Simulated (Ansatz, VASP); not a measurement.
**Two plane-wave programs on CoH3**

The input INCAR:

```
PREC     = Accurate       # precision mode
ENCUT    = 600            # plane-wave cutoff, eV
EDIFF    = 1E-6           # SCF threshold, eV
ISMEAR   = 0              # smearing method
SIGMA    = 0.15           # smearing width, eV
LREAL    = False          # projectors in reciprocal space
LASPH    = True           # aspherical terms in the spheres
NELM     = 150            # most SCF steps
ALGO     = Normal         # electronic algorithm
ISIF     = 3              # what is computed and relaxed
LWAVE    = False          # write WAVECAR
LCHARG   = False          # write CHGCAR
ISPIN    = 2              # spin polarisation
MAGMOM   = 3 0 0 0        # initial moments
LORBIT   = 11             # projections on sites
LMAXMIX  = 4              # l up to which the mixer works
GGA      = PE             # functional
IBRION   = 2              # ionic algorithm
NSW      = 36             # ionic steps
EDIFFG   = -0.08          # ionic threshold
```

KPOINTS

```
Automatic mesh
0
Gamma
  5 5 3
```

The input POSCAR:

```
CoH3
1.0
    3.0470560800      0.0000000000      0.0000000000
   -1.5235280400      2.6388279700      0.0000000000
    0.0000000000      0.0000000000      5.0974914100
Co H
1 3
Direct
    0.0000000000      0.0000000000      0.0000000000
    0.0000000000      0.0000000000      0.6928415000
    0.0000000000      0.0000000000      0.3071585000
    0.0000000000      0.0000000000      0.5000000000
```

Input for Ansatz:

```yaml
crystal:
  lattice:
    - [3.04705608, 0.0, 0.0]
    - [-1.52352804, 2.63882797, 0.0]
    - [0.0, 0.0, 5.09749141]
  atoms:
    - { symbol: Co, position: [0.0, 0.0, 0.0], spin: 3.0 }
    - { symbol: H, position: [0.0, 0.0, 0.6928415] }
    - { symbol: H, position: [0.0, 0.0, 0.3071585] }
    - { symbol: H, position: [0.0, 0.0, 0.5] }
basis:
  ecutwfc: 420
kpoints:
  mp_grid: { grid: [5, 5, 3] }
hamiltonian:
  xc: pbe
scf:
  occupations: { method: gaussian, width: 0.15 }
  lower_state_search: "off"
output:
  forces: true
  stress: true
  eigenvalues: true
  populations: true
magnetization:
  spin_polarized: true
relax:
  adjacent_minimum: "off"
  f_tol: 0.08
  max_steps: 16
  cell: { stress_tol: 0.8 }
```

Alike in both runs: task relaxation of cell and atoms; functional PBE; k mesh 5 × 5 × 3; occupations gaussian, width 0.15 eV; collinear spin.

```csv
,VASP,Ansatz
version,VASP 6.6.1,Ansatz 0.2.0
potentials or method,"VASP PAW PBE potentials, release 64 (Co, H), cutoff 600 eV","scalar-relativistic, plane waves, PAW"
valence electrons in the cell,12,20
```

```csv
,VASP,Ansatz,Ansatz less VASP
"gap on the k mesh at the Fermi level, each at its own relaxed structure (eV)",none,none,-
net moment per atom (μB),0.43,0.44,+0.005
size of the moment on the site where the two differ most (μB),1.73,1.54,-0.187
relaxed volume (Å³/atom),6.84,6.86,+0.020
relaxed cell length with the largest relative difference (Å),2.446,2.449,+0.0028
```

Site moments also hang on the region over which each program counts them. A gap of «none» marks a metal or a gap that the smearing closes. VASP's potentials hold 12 valence electrons a cell and Ansatz's 20, so a difference there can come from the potentials and not from the codes.

The k mesh is coarse, so the values compare programs but aren't converged. Noted on VASP's run: the volume moved by over 15 % at a fixed basis, so the end points are rough.
